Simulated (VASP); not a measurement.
Wanted: the native input for a VASP 6.6.1 run.

```yaml
Task: relaxation of cell and atoms
Functional: HSE06
Potentials_or_basis: VASP PAW PBE potentials, release 64 (Nb_sv)
Cutoff: 500 eV
k_mesh: 6 × 6 × 6
Occupations: fermi-dirac, width 0.05 eV
Spin: no spin polarisation
Dipole_correction: no
Grid_for_exact_exchange_PRECFOCK: Normal
Further_INCAR_settings: ALGO = Normal; EDIFF = 1e-07; IBRION = 2; EDIFFG = -0.01; NSW = 60; ISIF = 3
Share_of_exact_exchange: 0.25
Screening_parameter: 0.2079 1/Å
```

Crystal: Nb.

```
Nb
1.0
    -1.66395    1.66395    1.66395
     1.66395   -1.66395    1.66395
     1.66395    1.66395   -1.66395
Nb
1
Cartesian
  0.0000 0.0000 0.0000
```

The input as run:

POSCAR

```
Nb
1.0
   -1.6639500000      1.6639500000      1.6639500000
    1.6639500000     -1.6639500000      1.6639500000
    1.6639500000      1.6639500000     -1.6639500000
Nb
1
Direct
    0.0000000000      0.0000000000      0.0000000000
```

INCAR.step1

```
SYSTEM = Nb
ALGO = Normal
EDIFF = 1E-5
EDIFFG = -0.005
ENCUT = 500
GGA = PE
GGA_COMPAT = .False.
IBRION = 2
ISIF = 3
ISMEAR = -1
LASPH = .True.
LCHARG = .False.
LREAL = .False.
LWAVE = .True.
NBANDS = 12
NELM = 120
NELMIN = 4
NSW = 100
PREC = Accurate
SIGMA = 0.05
```

INCAR.step2

```
SYSTEM = Nb
ALGO = Normal
EDIFF = 1E-7
EDIFFG = -0.01
ENCUT = 500
GGA = PE
GGA_COMPAT = .False.
HFSCREEN = 0.2079
IBRION = 2
ISIF = 3
ISMEAR = -1
ISTART = 1
LASPH = .True.
LCHARG = .False.
LHFCALC = .True.
LREAL = .False.
LWAVE = .False.
NELM = 120
NELMIN = 4
NSW = 60
PREC = Accurate
PRECFOCK = Normal
SIGMA = 0.05
```

KPOINTS

```
k-points
0
Gamma
  6 6 6
  0 0 0
```

Potentials or basis: VASP PAW PBE potentials, release 64 (Nb_sv).

Command:

```bash
$ cat potpaw_PBE.64/Nb_sv/POTCAR > POTCAR
$ cp INCAR.step1 INCAR
$ mpirun -np 1 vasp_std > vasp.out
$ cp INCAR.step2 INCAR
$ mpirun -np 1 vasp_std > vasp.out
```

It gave:

```json
{"Relaxed volume": "17.39 Å³/atom", "Relaxed cell": "a = 2.827 Å, b = 2.827 Å, c = 2.827 Å, α = 109.47°, β = 109.47°, γ = 109.47°", "Space group after relaxing (to 0.1 Å)": "Im-3m (No. 229)", "Energy gained by relaxing": "32.5 meV/atom", "Ionic steps": "7", "Pressure after relaxing": "0.0 GPa", "Band gap on the k mesh": "zero (an odd number of electrons rules out a gap without spin polarisation)"}
```

Caveat: the k points lie up to 0.45 Å⁻¹ apart in the final cell, too coarse for converged energies and pressures of a metal; the PAW data sets were made with another functional, which shifts forces and pressure a little.

Wall time 28 min on 1 thread of Intel(R) Xeon(R) 6975P-C (Granite Rapids), on a shared host, peak memory 0.25 GiB.
